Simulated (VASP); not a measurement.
# PbSe (P6_3mc) in VASP: further runs

The runs below take PbSe through single point, with PBE, r2SCAN.

Program: VASP 6.6.1. These are calculated values, not measurements. Logs are shortened: lines on timing, memory, paths and dates and some standing lists are left out, and cuts for length are marked.

### Step 1. The cell of the first run

It takes space group P6_3mc (No. 186, hexagonal). The conventional cell has a = 5.174 Å, b = 5.174 Å, c = 6.308 Å, α = 90.00°, β = 90.00°, γ = 120.00°. Pb (site symmetry 3m) has 5 Se at 2.98 to 3.32 Å within 3.9 Å. Se (site symmetry 3m) has 5 Pb at 2.98 to 3.32 Å within 3.9 Å.

### Step 2. Single point, PBE (uniaxial z strain +1.5%)

The input, INCAR:

```
  PREC = Accurate
  ENCUT = 520
  EDIFF = 1E-6
  ISMEAR = -1
  SIGMA = 0.02
  LREAL = False
  LASPH = True
  NELM = 80
  ALGO = Normal
  ISIF = 2
  LWAVE = False
  LCHARG = True
  GGA = PE
  LELF = True
  LVHAR = True
  NBANDS = 28
```

The input, KPOINTS:

```
Automatic mesh
0
Gamma
  6 6 4
```

The input, POSCAR:

```
PbSe
1.0
    5.1741443450      0.0000000000      0.0000000000
   -2.5870721725      4.4809404456      0.0000000000
    0.0000000000      0.0000000000      6.3079965879
Pb Se
2 2
Direct
    0.3333333333      0.6666666667     -0.0759508220
    0.6666666667      0.3333333333      0.4240491780
    0.3333333333      0.6666666667      0.4509508220
    0.6666666667      0.3333333333      0.9509508220
```

Potentials or basis: VASP PAW PBE potentials, release 64 (Pb_d, Se).

On the command line:

```sh
$ cat potpaw_PBE.64/Pb_d/POTCAR potpaw_PBE.64/Se/POTCAR > POTCAR
$ mpirun -np 1 vasp_std > vasp.out
```

OUTCAR:

```text
PREC = Accurate
   ENCUT = 520
   EDIFF = 1E-6
   ISMEAR = -1
   LREAL = False
   LASPH = True
   NELM = 80
   ISIF = 2
   GGA = PE

 ion  position               nearest neighbor table
   1  0.333  0.667  0.924-   3 2.98   4 2.99   4 2.99   4 2.99   3 3.32
   2  0.667  0.333  0.424-   4 2.98   3 2.99   3 2.99   3 2.99   4 3.32
   3  0.333  0.667  0.451-   1 2.98   2 2.99   2 2.99   2 2.99   1 3.32
   4  0.667  0.333  0.951-   2 2.98   1 2.99   1 2.99   1 2.99   2 3.32

  LATTYP: Found a hexagonal cell.
 ALAT       =     5.1741443450
 C/A-ratio  =     1.2191381159

  Lattice vectors:

 A1 = (   5.1741443450,   0.0000000000,   0.0000000000)
 A2 = (  -2.5870721725,   4.4809404456,   0.0000000000)
 A3 = (   0.0000000000,   0.0000000000,   6.3079965879)

Analysis of symmetry for initial positions (statically):
=====================================================================
 Subroutine PRICEL returns:
 Original cell was already a primitive cell.

 Routine SETGRP: Setting up the symmetry group for a
 hexagonal supercell.

 Subroutine GETGRP returns: Found 12 space group operations
 (whereof  6 operations were pure point group operations)
 out of a pool of 24 trial point group operations.

The static configuration has the point symmetry C_3v.
 The point group associated with its full space group is C_6v.

Analysis of symmetry for dynamics (positions and initial velocities):
=====================================================================
 Subroutine PRICEL returns:
 Original cell was already a primitive cell.

 Routine SETGRP: Setting up the symmetry group for a
 hexagonal supercell.

 Subroutine GETGRP returns: Found 12 space group operations
 (whereof  6 operations were pure point group operations)
 out of a pool of 24 trial point group operations.

The dynamic configuration has the point symmetry C_3v.
 The point group associated with its full space group is C_6v.

 Subroutine INISYM returns: Found 12 space group operations
 (whereof  6 operations are pure point group operations),
 and found     1 'primitive' translations

----------------------------------------------------------------------------------------

                                     Primitive cell

  volume of cell :     146.2511

  direct lattice vectors                    reciprocal lattice vectors
     5.174144345  0.000000000  0.000000000     0.193268671  0.111583719  0.000000000
    -2.587072173  4.480940446  0.000000000     0.000000000  0.223167438  0.000000000
     0.000000000  0.000000000  6.307996588     0.000000000  0.000000000  0.158528938

  length of vectors
     5.174144345  5.174144345  6.307996588     0.223167438  0.223167438  0.158528938

  position of ions in fractional coordinates (direct lattice)
     0.333333333  0.666666667  0.924049178
     0.666666667  0.333333333  0.424049178
     0.333333333  0.666666667  0.450950822
     0.666666667  0.333333333  0.950950822

  ion indices of the primitive-cell ions
   primitive index   ion index
                 1           1
                 2           2
                 3           3
                 4           4

----------------------------------------------------------------------------------------

 KPOINTS: Automatic mesh

Automatic generation of k-mesh.
 Grid dimensions read from file:
 generate k-points for:    6    6    4

 Generating k-lattice:

  Cartesian coordinates                     Fractional coordinates (reciprocal lattice)
     0.032211445  0.018597287  0.000000000     0.166666667  0.000000000  0.000000000
     0.000000000  0.037194573  0.000000000     0.000000000  0.166666667  0.000000000
     0.000000000  0.000000000  0.039632235     0.000000000  0.000000000  0.250000000

  Length of vectors
     0.037194573  0.037194573  0.039632235

  Shift w.r.t. Gamma in fractional coordinates (k-lattice)
     0.000000000  0.000000000  0.000000000

 Subroutine IBZKPT returns following result:
 ===========================================

 Found     21 irreducible k-points:

 Following reciprocal coordinates:
            Coordinates               Weight
  0.000000  0.000000  0.000000      1.000000
  0.166667  0.000000  0.000000      6.000000
  0.333333  0.000000  0.000000      6.000000
  0.500000  0.000000  0.000000      3.000000
  0.166667  0.166667  0.000000      6.000000
  0.333333  0.166667  0.000000     12.000000
[... 13 lines left out ...]
  0.333333  0.166667  0.500000     12.000000
  0.333333  0.333333  0.500000      2.000000
   k-points           NKPTS =     21   k-points in BZ     NKDIM =     21   number of bands    NBANDS=     28
   number of dos      NEDOS =    301   number of ions     NIONS =      4
   total plane-waves  NPLWV =  76800
   dimension x,y,z NGX =    40 NGY =   40 NGZ =   48
   dimension x,y,z NGXF=    80 NGYF=   80 NGZF=   96
   ions per type =               2   2
   NGX,Y,Z   is equivalent  to a cutoff of  12.85, 12.85, 12.65 a.u.
   NGXF,Y,Z  is equivalent  to a cutoff of  25.70, 25.70, 25.30 a.u.
 SYSTEM =  unknown system
   PREC   = accura    normal or accurate (medium, high low for compatibility)
   ISTART =      0    job   : 0-new  1-cont  2-samecut
   ICHARG =      2    charge: 1-file 2-atom 10-const
   ISPIN  =      1    spin polarized calculation?
   LNONCOLLINEAR =      F non collinear calculations
   LSORBIT =      F    spin-orbit coupling
   LASPH  =      T    aspherical Exc in radial PAW
   ENCUT  =  520.0 eV  38.22 Ry    6.18 a.u.   9.62  9.62 11.73*2*pi/ulx,y,z
   NELM   =     80;   NELMIN=  2; NELMDL= -5     # of ELM steps
   EDIFF  = 0.1E-05   stopping-criterion for ELM
   LREAL  =      F    real-space projection
   EDIFFG = 0.1E-04   stopping-criterion for IOM
   NSW    =      0    number of steps for IOM
   IBRION =     -1    ionic relax: 0-MD 1-quasi-New 2-CG
   NFREE  =      0    steps in history (QN), initial steepest desc. (CG)
   ISIF   =      2    stress and relaxation
   ISYM   =      2    0-nonsym 1-usesym 2-fastsym
   POTIM  = 0.5000    time-step for ionic-motion
   TEBEG  =    0.0;   TEEND  =   0.0 temperature during run
   PSTRESS=    0.0 pullay stress
   NELECT =      40.0000    total number of electrons
   NUPDOWN=      -1.0000    fix difference up-down
   EMIN   =  10.00;   EMAX   =-10.00  energy-range for DOS
   EFERMI =   0.00;   METHOD = LEGACY
   ISMEAR =    -1;   SIGMA  =   0.02  broadening in eV -4-tet -1-fermi 0-gaus
   EFERMI_NEDOS =   21; number of points for ismear=-14 and -15
   IALGO  =     38    algorithm
   IMIX   =      4    mixing-type and parameters
     AMIX     =   0.40;   BMIX     =  1.00
     AMIX_MAG =   1.60;   BMIX_MAG =  1.00
  volume/ion in A,a.u.               =      36.56       246.74
  Fermi-wavevector in a.u.,A,eV,Ry     =   1.062662  2.008140 15.364383  1.129250
  Thomas-Fermi vector in A             =   2.198120
   LORBIT       =      0    0 simple, 1 ext, 2 COOP (PROOUT), +10 PAW based schemes
   GGA     = PE    functional components
   LHFCALC =     F    Hartree Fock is set to
   AEXX    =    0.0000 exact exchange contribution
   IVDW    =     0    specifies the selected vdW correction
   LEPSILON=     F    determine dielectric tensor
   LRPA    =     F    only Hartree local field effects (RPA)
 non-spin polarized calculation
  energy-cutoff  :      520.00
  volume of cell :      146.25
 maximum number of plane-waves:      3971
 NGX is ok and might be reduce to    40
   NGX = 19   NGY = 19   NGZ = 23

 number of electron      40.0000004 magnetization

 Free energy of the ion-electron system (eV)
  ---------------------------------------------------
  ext. energy  EPLUGINS =         0.00000000
  ---------------------------------------------------
  free energy    TOTEN  =       -16.07453328 eV

  energy without entropy =      -16.07453328  energy(sigma->0) =      -16.07453328

 E-fermi :   3.3676     XC(G=0):  -8.1526

 val. band max:        2.8985875889   @ k =   0.3333   0.3333   0.5000
 cond. band min:       4.1822721443   @ k =   0.3333   0.3333   0.5000
 fundamental gap:      1.2836845554
 Fermi energy:         3.3676303855

 k-point     1 :       0.0000    0.0000    0.0000
  band No.  band energies     occupation
      1     -13.8728      2.00000
      2     -13.7993      2.00000
      3     -13.7993      2.00000
      4     -13.7984      2.00000
      5     -13.7984      2.00000
      6     -13.7918      2.00000
[... 20 lines left out ...]
     27       8.6083      0.00000
     28       9.3545      0.00000

 k-point     2 :       0.1667    0.0000    0.0000
  band No.  band energies     occupation
      1     -13.8714      2.00000
      2     -13.8068      2.00000
      3     -13.7986      2.00000
      4     -13.7961      2.00000
      5     -13.7951      2.00000
      6     -13.7917      2.00000
[... 20 lines left out ...]
     27       8.6716      0.00000
     28       9.0361      0.00000

 k-point     3 :       0.3333    0.0000    0.0000
  band No.  band energies     occupation
      1     -13.8671      2.00000
      2     -13.8215      2.00000
      3     -13.7979      2.00000
      4     -13.7944      2.00000
      5     -13.7903      2.00000
      6     -13.7884      2.00000
[... 20 lines left out ...]
     27       8.6895      0.00000
     28       9.2002      0.00000

 k-point     4 :       0.5000    0.0000    0.0000
  band No.  band energies     occupation
      1     -13.8635      2.00000
      2     -13.8301      2.00000
      3     -13.7986      2.00000
      4     -13.7929      2.00000
      5     -13.7892      2.00000
      6     -13.7844      2.00000
[... 485 lines left out ...]
     27      10.0703      0.00000
     28      10.0703      0.00000

 k-point    20 :       0.3333    0.1667    0.5000
  band No.  band energies     occupation
      1     -13.8239      2.00000
      2     -13.8239      2.00000
      3     -13.7988      2.00000
      4     -13.7988      2.00000
      5     -13.7943      2.00000
      6     -13.7943      2.00000
[... 20 lines left out ...]
     27       9.5034      0.00000
     28       9.5034      0.00000

 k-point    21 :       0.3333    0.3333    0.5000
  band No.  band energies     occupation
      1     -13.8225      2.00000
      2     -13.8225      2.00000
      3     -13.8002      2.00000
      4     -13.8002      2.00000
      5     -13.7924      2.00000
      6     -13.7924      2.00000
[... 20 lines left out ...]
     27       9.3393      0.00000
     28       9.3393      0.00000

------------------------ aborting loop because EDIFF is reached ----------------------------------------

  FORCE on cell =-STRESS in cart. coord.  units (eV):
  Direction    XX          YY          ZZ          XY          YZ          ZX
  --------------------------------------------------------------------------------------
  -------------------------------------------------------------------------------------
  Total        0.5500659      0.5500659      0.1655026      0.0000000      0.0000000      0.0000000
  in kB        6.0259583      6.0259583      1.8130766      0.0000000      0.0000000      0.0000000
  external PRESSURE =       4.6216644 kB  Pullay stress =       0.0000000 kB

 VOLUME and BASIS-vectors are now :
 -----------------------------------------------------------------------------
  energy-cutoff  :      520.00
  volume of cell :      146.25
      direct lattice vectors                 reciprocal lattice vectors
     5.174144345  0.000000000  0.000000000     0.193268671  0.111583719  0.000000000
    -2.587072173  4.480940446  0.000000000     0.000000000  0.223167438  0.000000000
     0.000000000  0.000000000  6.307996588     0.000000000  0.000000000  0.158528938

 POSITION                                       TOTAL-FORCE (eV/Angst)
 -----------------------------------------------------------------------------------
     -0.00000      2.98729      5.82890        -0.000000      0.000000      0.034451
      2.58707      1.49365      2.67490         0.000000      0.000000      0.034451
     -0.00000      2.98729      2.84460        -0.000000      0.000000     -0.034451
      2.58707      1.49365      5.99859         0.000000     -0.000000     -0.034451
 -----------------------------------------------------------------------------------
    total drift:                               -0.000000      0.000000      0.000218

  FREE ENERGIE OF THE ION-ELECTRON SYSTEM (eV)
  ---------------------------------------------------
  free  energy   TOTEN  =       -16.0745332810 eV

  energy  without entropy=      -16.0745332810  energy(sigma->0) =      -16.07453328
```

It took 3.2 min on 1 thread of Intel Xeon 8259CL, shared host; peak memory 0.3 GiB.

What came out:

```
Free energy            : -16.0745 eV
Pressure               : 0.5 GPa
Largest force          : 0.034 eV/Å
Band gap on the k mesh : 1.28 eV
```

Forces on the atoms (eV/Å):
```
Pb   0.000  0.000  0.034
Pb   0.000  0.000  0.034
Se   0.000  0.000 -0.034
Se   0.000  0.000 -0.034
```

Caveat: the cell differs from its parent crystal (uniaxial z strain +1.5%); spin-orbit coupling is left out, which moves the levels of the heavy elements.

### Step 3. Single point, r2SCAN (uniaxial z strain +1.5%)

POSCAR is that of step 2.

The input, INCAR.step1:

```
ALGO     = Normal         # electronic algorithm
EDIFF    = 1E-4           # SCF threshold, eV
ENCUT    = 520            # plane-wave cutoff, eV
GGA      = PE             # functional
ISMEAR   = 0              # smearing method
LASPH    = T              # aspherical terms in the spheres
LCHARG   = F              # write CHGCAR
LREAL    = F              # projectors in reciprocal space
LWAVE    = T              # write WAVECAR
NBANDS   = 28             # bands
NELM     = 100            # most SCF steps
PREC     = Accurate       # precision mode
SIGMA    = 0.01           # smearing width, eV
```

The input, INCAR.step2:

```
ALGO     = Normal         # electronic algorithm
EDIFF    = 1E-6           # SCF threshold, eV
ENCUT    = 520            # plane-wave cutoff, eV
ISIF     = 2              # what is computed and relaxed
ISMEAR   = 0              # smearing method
ISTART   = 1            
LASPH    = T              # aspherical terms in the spheres
LCHARG   = T              # write CHGCAR
LELF     = T              # ELF
LMIXTAU  = T            
LREAL    = F              # projectors in reciprocal space
LVHAR    = T            
LWAVE    = F              # write WAVECAR
METAGGA  = R2SCAN         # meta-GGA
NBANDS   = 28             # bands
NELM     = 100            # most SCF steps
PREC     = Accurate       # precision mode
SIGMA    = 0.01           # smearing width, eV
```

The input, KPOINTS:

```
k-points
0
Gamma
  6 6 4
```

Potentials or basis: VASP PAW PBE potentials, release 64 (Pb_d, Se).

On the command line:

```sh
$ cat potpaw_PBE.64/Pb_d/POTCAR potpaw_PBE.64/Se/POTCAR > POTCAR
$ cp INCAR.step1 INCAR
$ mpirun -np 1 vasp_std > vasp.out
$ cp INCAR.step2 INCAR
$ mpirun -np 1 vasp_std > vasp.out
```

It took 10 min on 1 thread of Intel Xeon 8259CL, shared host; peak memory 0.33 GiB.

Results (log left out):

```
Free energy            : -143.3960 eV
Pressure               : -0.3 GPa
Band gap on the k mesh : 1.59 eV
```

Forces on the atoms (eV/Å):
```
Pb   0.000  0.000  0.003
Pb   0.000  0.000  0.003
Se   0.000  0.000 -0.003
Se   0.000  0.000 -0.003
```

Stress tensor (GPa, compression positive):
```
-0.10  0.00  0.00
 0.00 -0.10  0.00
 0.00  0.00 -0.75
```

Levels at points of the mesh, in eV from the valence-band top:
```csv
k point,band 16,band 17,band 18,band 19,band 20,band 21,band 22,band 23,band 24,band 25
"(0.00, 0.00, 0.00)",-2.89,-2.89,-1.75,-1.75,-1.67,2.05,2.05,3.50,3.50,4.79
"(0.50, 0.00, 0.00)",-3.54,-2.69,-2.16,-1.93,-0.60,2.99,3.47,4.28,4.42,5.45
"(0.00, 0.00, 0.50)",-2.34,-2.34,-2.34,-1.36,-1.36,2.45,2.45,2.45,2.45,2.72
"(0.50, 0.00, 0.50)",-2.91,-1.78,-1.78,-0.69,-0.69,1.75,1.75,3.31,3.31,4.59
```

Caveat: the cell differs from its parent crystal (uniaxial z strain +1.5%); the PAW data sets were made with another functional, which shifts forces and pressure a little; spin-orbit coupling is left out, which moves the levels of the heavy elements. A k mesh can miss the band edges.
